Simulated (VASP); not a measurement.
# Co (P6_3/mmc) in VASP: notebook

Co is run at these levels: PBE; tasks: single point.

All numbers are computed with VASP 6.6.1; they aren't measurements. Logs are shortened: lines on timing, memory, paths and dates and some standing lists are left out, and cuts for length are marked.

### 1 The cell of the first run

It takes space group P6_3/mmc (No. 194, hexagonal). Conventional cell: a = 2.461 Å, b = 2.461 Å, c = 7.973 Å, α = 90.00°, β = 90.00°, γ = 120.00°. Within 3.2 Å of Co (site symmetry -3m) lie 12 Co at 2.45 to 2.46 Å. Co (site symmetry -6m2) has 12 Co at 2.45 to 2.46 Å within 3.2 Å.

### 2 Single point, PBE, collinear spin, ferromagnetic start (10.46 Å³/atom)

INCAR reads:

```
SYSTEM = Co
ALGO = Normal ; EDIFF = 1E-7
ENCUT = 520 ; GGA = PE
ISIF = 2 ; ISMEAR = -1
ISPIN = 2 ; LASPH = .True.
LCHARG = .True. ; LELF = .True.
LMAXMIX = 4 ; LORBIT = 11
LREAL = .False. ; LVHAR = .True.
LWAVE = .False. ; MAGMOM = 1.707 1.707 1.725 1.725
NBANDS = 30 ; NELM = 150
PREC = Accurate ; SIGMA = 0.05
```

KPOINTS reads:

```
k-points
0
Gamma
  16 16 5
  0 0 0
```

POSCAR reads:

```
Co
1.0
    2.4614538211      0.0000000000      0.0000000000
   -1.2307269106      2.1316815393      0.0000000000
    0.0000000000      0.0000000000      7.9725023177
Co
4
Direct
    1.0000000000      0.0000000000      1.0000000000
    0.0000000000      0.0000000000      0.5000000000
    0.3333333333      0.6666666667      0.2500000000
    0.6666666667      0.3333333333      0.7500000000
```

Potentials or basis: VASP PAW PBE potentials, release 64 (Co).

Started as:

```console
$ cat potpaw_PBE.64/Co/POTCAR > POTCAR
$ mpirun -np 1 vasp_std > vasp.out
```

OUTCAR:

```text
SYSTEM = Co
   EDIFF = 1E-7
   ENCUT = 520
   GGA = PE
   ISIF = 2
   ISMEAR = -1
   ISPIN = 2
   LASPH = .True.
   LORBIT = 11
   LREAL = .False.
   NELM = 150
   PREC = Accurate

 ion  position               nearest neighbor table
   1  0.000  0.000  0.000-   3 2.45   4 2.45   4 2.45   3 2.45   4 2.45   3 2.45
   2  0.000  0.000  0.500-   3 2.45   4 2.45   4 2.45   3 2.45   4 2.45   3 2.45
   3  0.333  0.667  0.250-   1 2.45   2 2.45   1 2.45   2 2.45   1 2.45   2 2.45
   4  0.667  0.333  0.750-   1 2.45   2 2.45   1 2.45   2 2.45   1 2.45   2 2.45

  LATTYP: Found a hexagonal cell.
 ALAT       =     2.4614538211
 C/A-ratio  =     3.2389404381

  Lattice vectors:

 A1 = (   2.4614538211,   0.0000000000,   0.0000000000)
 A2 = (  -1.2307269106,   2.1316815393,   0.0000000000)
 A3 = (   0.0000000000,   0.0000000000,   7.9725023177)

Analysis of symmetry for initial positions (statically):
=====================================================================
 Subroutine PRICEL returns:
 Original cell was already a primitive cell.

 Routine SETGRP: Setting up the symmetry group for a
 hexagonal supercell.

 Subroutine GETGRP returns: Found 24 space group operations
 (whereof 12 operations were pure point group operations)
 out of a pool of 24 trial point group operations.

The static configuration has the point symmetry D_3d.
 The point group associated with its full space group is D_6h.

Analysis of symmetry for dynamics (positions and initial velocities):
=====================================================================
 Subroutine PRICEL returns:
 Original cell was already a primitive cell.

 Routine SETGRP: Setting up the symmetry group for a
 hexagonal supercell.

 Subroutine GETGRP returns: Found 24 space group operations
 (whereof 12 operations were pure point group operations)
 out of a pool of 24 trial point group operations.

The dynamic configuration has the point symmetry D_3d.
 The point group associated with its full space group is D_6h.

Analysis of structural, dynamic, and magnetic symmetry:
=====================================================================
 Subroutine PRICEL returns:
 Original cell was already a primitive cell.

 Routine SETGRP: Setting up the symmetry group for a
 hexagonal supercell.

 Subroutine GETGRP returns: Found 24 space group operations
 (whereof 12 operations were pure point group operations)
 out of a pool of 24 trial point group operations.

The overall configuration has the point symmetry D_3d.
 The point group associated with its full space group is D_6h.

 Subroutine INISYM returns: Found 24 space group operations
 (whereof 12 operations are pure point group operations),
 and found     1 'primitive' translations

----------------------------------------------------------------------------------------

                                     Primitive cell

  volume of cell :      41.8320

  direct lattice vectors                    reciprocal lattice vectors
     2.461453821  0.000000000  0.000000000     0.406263969  0.234556612  0.000000000
    -1.230726911  2.131681539  0.000000000     0.000000000  0.469113224  0.000000000
     0.000000000  0.000000000  7.972502318     0.000000000  0.000000000  0.125431133

  length of vectors
     2.461453821  2.461453821  7.972502318     0.469113224  0.469113224  0.125431133

  position of ions in fractional coordinates (direct lattice)
     0.000000000  0.000000000  0.000000000
     0.000000000  0.000000000  0.500000000
     0.333333333  0.666666667  0.250000000
     0.666666667  0.333333333  0.750000000

  ion indices of the primitive-cell ions
   primitive index   ion index
                 1           1
                 2           2
                 3           3
                 4           4

----------------------------------------------------------------------------------------

 KPOINTS: k-points

Automatic generation of k-mesh.
 Grid dimensions read from file:
 generate k-points for:   16   16    5

 Generating k-lattice:

  Cartesian coordinates                     Fractional coordinates (reciprocal lattice)
     0.025391498  0.014659788  0.000000000     0.062500000  0.000000000  0.000000000
     0.000000000  0.029319577  0.000000000     0.000000000  0.062500000  0.000000000
     0.000000000  0.000000000  0.025086227     0.000000000  0.000000000  0.200000000

  Length of vectors
     0.029319577  0.029319577  0.025086227

  Shift w.r.t. Gamma in fractional coordinates (k-lattice)
     0.000000000  0.000000000  0.000000000

 Subroutine IBZKPT returns following result:
 ===========================================

 Found     90 irreducible k-points:

 Following reciprocal coordinates:
            Coordinates               Weight
  0.000000  0.000000  0.000000      1.000000
  0.062500 -0.000000  0.000000      6.000000
  0.125000 -0.000000  0.000000      6.000000
  0.187500  0.000000  0.000000      6.000000
  0.250000 -0.000000  0.000000      6.000000
  0.312500 -0.000000  0.000000      6.000000
[... 16 lines left out ...]
  0.187500  0.187500  0.000000      6.000000
  0.250000  0.187500  0.000000     12.000000
 [... further k-points ...]
   k-points           NKPTS =     90   k-points in BZ     NKDIM =     90   number of bands    NBANDS=     30
   number of dos      NEDOS =    301   number of ions     NIONS =      4
   total plane-waves  NPLWV =  19440
   dimension x,y,z NGX =    18 NGY =   18 NGZ =   60
   dimension x,y,z NGXF=    36 NGYF=   36 NGZF=  120
   ions per type =               4
   NGX,Y,Z   is equivalent  to a cutoff of  12.16, 12.16, 12.51 a.u.
   NGXF,Y,Z  is equivalent  to a cutoff of  24.31, 24.31, 25.02 a.u.
 SYSTEM =  Co
   PREC   = accura    normal or accurate (medium, high low for compatibility)
   ISTART =      0    job   : 0-new  1-cont  2-samecut
   ICHARG =      2    charge: 1-file 2-atom 10-const
   ISPIN  =      2    spin polarized calculation?
   LNONCOLLINEAR =      F non collinear calculations
   LSORBIT =      F    spin-orbit coupling
   LASPH  =      T    aspherical Exc in radial PAW
   ENCUT  =  520.0 eV  38.22 Ry    6.18 a.u.   4.58  4.58 14.82*2*pi/ulx,y,z
   NELM   =    150;   NELMIN=  2; NELMDL= -5     # of ELM steps
   EDIFF  = 0.1E-06   stopping-criterion for ELM
   LREAL  =      F    real-space projection
   EDIFFG = 0.1E-05   stopping-criterion for IOM
   NSW    =      0    number of steps for IOM
   IBRION =     -1    ionic relax: 0-MD 1-quasi-New 2-CG
   NFREE  =      0    steps in history (QN), initial steepest desc. (CG)
   ISIF   =      2    stress and relaxation
   ISYM   =      2    0-nonsym 1-usesym 2-fastsym
   POTIM  = 0.5000    time-step for ionic-motion
   TEBEG  =    0.0;   TEEND  =   0.0 temperature during run
   PSTRESS=    0.0 pullay stress
   NELECT =      36.0000    total number of electrons
   NUPDOWN=      -1.0000    fix difference up-down
   EMIN   =  10.00;   EMAX   =-10.00  energy-range for DOS
   EFERMI =   0.00;   METHOD = LEGACY
   ISMEAR =    -1;   SIGMA  =   0.05  broadening in eV -4-tet -1-fermi 0-gaus
   EFERMI_NEDOS =   21; number of points for ismear=-14 and -15
   IALGO  =     38    algorithm
   IMIX   =      4    mixing-type and parameters
     AMIX     =   0.40;   BMIX     =  1.00
     AMIX_MAG =   1.60;   BMIX_MAG =  1.00
  volume/ion in A,a.u.               =      10.46        70.57
  Fermi-wavevector in a.u.,A,eV,Ry     =   1.557182  2.942648 32.991632  2.424817
  Thomas-Fermi vector in A             =   2.660870
   LORBIT       =     11    0 simple, 1 ext, 2 COOP (PROOUT), +10 PAW based schemes
   GGA     = PE    functional components
   LHFCALC =     F    Hartree Fock is set to
   AEXX    =    0.0000 exact exchange contribution
   IVDW    =     0    specifies the selected vdW correction
   LEPSILON=     F    determine dielectric tensor
   LRPA    =     F    only Hartree local field effects (RPA)
 spin polarized calculation
  energy-cutoff  :      520.00
  volume of cell :       41.83
 maximum number of plane-waves:      1151
   NGX =  9   NGY =  9   NGZ = 29

 number of electron      35.9999953 magnetization       6.3504736

 Free energy of the ion-electron system (eV)
  ---------------------------------------------------
  ext. energy  EPLUGINS =         0.00000000
  ---------------------------------------------------
  free energy    TOTEN  =       -28.09642490 eV

  energy without entropy =      -28.06671777  energy(sigma->0) =      -28.08157133

 E-fermi :  10.8456     XC(G=0): -13.6222

 val. band max:       10.8445995070   @ k =   0.5000  -0.0000   0.4000
 cond. band min:      10.8576492087   @ k =   0.2500   0.1250   0.0000
 fundamental gap:      0.0130497018
 Fermi energy:        10.8455552724

 spin component 1

 k-point     1 :       0.0000    0.0000    0.0000
  band No.  band energies     occupation
      1       1.6569      1.00000
      2       3.9395      1.00000
      3       3.9591      1.00000
      4       5.4985      1.00000
      5       7.7854      1.00000
      6       7.8156      1.00000
[... 781 lines left out ...]
     29      23.0779      0.00000
     30      24.6182      0.00000

 [... further k-points ...]

 spin component 2

 k-point     1 :       0.0000    0.0000    0.0000
  band No.  band energies     occupation
      1       1.6667      1.00000
      2       4.0313      1.00000
      3       4.0340      1.00000
      4       6.4038      1.00000
      5       9.0896      1.00000
      6       9.1530      1.00000
[... 781 lines left out ...]
     29      23.6032      0.00000
     30      25.0816      0.00000

 [... further k-points ...]
[... 5 lines left out ...]
  --------------------------------------------------------------------------------------
  -------------------------------------------------------------------------------------
  Total        2.0850540      2.0850540      2.2864387     -0.0000000     -0.0000000      0.0000000
  in kB       79.8581447     79.8581447     87.5712355     -0.0000000     -0.0000000      0.0000000
  external PRESSURE =      82.4291750 kB  Pullay stress =       0.0000000 kB

 VOLUME and BASIS-vectors are now :
 -----------------------------------------------------------------------------
  energy-cutoff  :      520.00
  volume of cell :       41.83
      direct lattice vectors                 reciprocal lattice vectors
     2.461453821  0.000000000  0.000000000     0.406263969  0.234556612  0.000000000
    -1.230726911  2.131681539  0.000000000     0.000000000  0.469113224  0.000000000
     0.000000000  0.000000000  7.972502318     0.000000000  0.000000000  0.125431133

 POSITION                                       TOTAL-FORCE (eV/Angst)
 -----------------------------------------------------------------------------------
      0.00000      0.00000      0.00000         0.000000      0.000000      0.000000
      0.00000      0.00000      3.98625         0.000000      0.000000      0.000000
     -0.00000      1.42112      1.99313         0.000000     -0.000000     -0.000000
      1.23073      0.71056      5.97938        -0.000000      0.000000      0.000000
 -----------------------------------------------------------------------------------
    total drift:                                0.000000     -0.000000      0.000000

  FREE ENERGIE OF THE ION-ELECTRON SYSTEM (eV)
  ---------------------------------------------------
  free  energy   TOTEN  =       -28.0964248952 eV

  energy  without entropy=      -28.0667177679  energy(sigma->0) =      -28.08157133

 total charge

# of ion       s       p       d       tot
------------------------------------------
    1        0.505   0.554   7.290   8.349
    2        0.505   0.554   7.290   8.349
    3        0.505   0.557   7.283   8.344
    4        0.505   0.557   7.283   8.344
--------------------------------------------------
tot          2.021   2.222  29.145  33.387

 magnetization (x)

# of ion       s       p       d       tot
------------------------------------------
    1       -0.015  -0.052   1.657   1.590
    2       -0.015  -0.052   1.657   1.590
    3       -0.014  -0.053   1.677   1.609
    4       -0.014  -0.053   1.677   1.609
--------------------------------------------------
tot         -0.059  -0.211   6.668   6.398
```

Run time: 7.4 min. Hardware: 1 thread of Oxide Virtual Turin-like, shared host; peak memory 0.24 GiB.

Results:

* Free energy: -28.0964 eV
* Pressure: 8.2 GPa
* Net moment: 6.35 μB per cell
* Site moments: Co +1.59, +1.61 (each value once) μB
* Valence electrons inside the program's atomic spheres: Co 8.35, 8.34 (each value once)

Caveat: the cell stands under pressure.

### 3 Single point, PBE, collinear spin, ferromagnetic start (10.89 Å³/atom)

This run uses another cell than the first one, of 10.89 Å³/atom.

INCAR reads:

```
PREC = Accurate ; ENCUT = 520
EDIFF = 1E-7 ; ISMEAR = -1
SIGMA = 0.05 ; LREAL = False
LASPH = True ; NELM = 150
ALGO = Normal ; ISIF = 2
LWAVE = False ; LCHARG = False
ISPIN = 2 ; MAGMOM = 1.707 1.707 1.725 1.725
LORBIT = 11 ; LMAXMIX = 4
GGA = PE ; NBANDS = 30
```

KPOINTS reads:

```
regular mesh
0
Gamma
  16 16 5
```

POSCAR reads:

```
Co
1.0
    2.4951747762      0.0000000000      0.0000000000
   -1.2475873881      2.1608847431      0.0000000000
    0.0000000000      0.0000000000      8.0817221001
Co
4
Direct
    0.0000000000      1.0000000000      0.0000000000
    1.0000000000      1.0000000000      0.5000000000
    0.3333333333      0.6666666667      0.2500000000
    0.6666666667      0.3333333333      0.7500000000
```

Potentials or basis: VASP PAW PBE potentials, release 64 (Co).

Started as:

```console
$ cat potpaw_PBE.64/Co/POTCAR > POTCAR
$ mpirun -np 1 vasp_std > vasp.out
```

Wall time 6.5 min (1 thread of Oxide Virtual Turin-like, shared host); peak memory 0.25 GiB.

The run converged. Its results:

| Property | Result |
| --- | --- |
| Free energy | -28.1332 eV |
| Pressure | -1.1 GPa |
| Net moment | 6.46 μB per cell |
| Site moments | Co +1.63, +1.65 (each value once) μB |
| Valence electrons inside the program's atomic spheres | Co 8.27, 8.26 (each value once) |

Stress tensor (GPa, compression positive):
```
-1.22  0.00  0.00
 0.00 -1.22  0.00
 0.00  0.00 -0.75
```

Levels at points of the mesh, in eV from the Fermi level:
Spin up:
| k point | band 18 | band 19 | band 20 | band 21 | band 22 | band 23 | band 24 | band 25 |
| --- | --- | --- | --- | --- | --- | --- | --- | --- |
| (0.00, 0.00, 0.00) | -1.53 | -1.53 | -1.20 | -1.20 | -0.81 | -0.81 | -0.16 | 6.24 |
| (0.50, 0.00, 0.00) | -0.61 | -0.57 | -0.55 | 0.25 | 1.36 | 2.40 | 3.03 | 6.86 |
Spin down:
```tsv
k point	band 11	band 12	band 13	band 14	band 15	band 16	band 17	band 18
(0.00, 0.00, 0.00)	-1.06	-0.84	-0.84	-0.80	-0.80	-0.21	0.04	0.04
(0.50, 0.00, 0.00)	-0.76	-0.12	-0.08	0.49	1.13	1.18	1.19	1.20
```
